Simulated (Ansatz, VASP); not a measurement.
# Ta in VASP and in Ansatz

```
Ta
1.0
     3.31955    0.00000    0.00000
     0.00000    3.31955    0.00000
     0.00000    0.00000    3.31955
Ta
2
Direct
  0.00000 0.00000 0.00000
  0.50000 0.50000 0.50000
```

Alike in both runs: task single point; functional PBE; k mesh 12 × 12 × 12; occupations fermi-dirac, width 0.08 eV; no spin polarisation.

|  | VASP | Ansatz |
| --- | --- | --- |
| version | VASP 6.6.1 | Ansatz 0.2.0 |
| potentials or method | VASP PAW PBE potentials, release 64 (Ta_pv), cutoff 520 eV | all-electron LAPW, scalar-relativistic |

Ansatz gave:

```
pressure (GPa) : 0.0
```

Problem. What did VASP give for the same quantities?

Solution. Pressure (GPa): 0.1.

Ansatz ran all-electron here, and VASP with PAW potentials.

Spin-orbit coupling is off throughout.
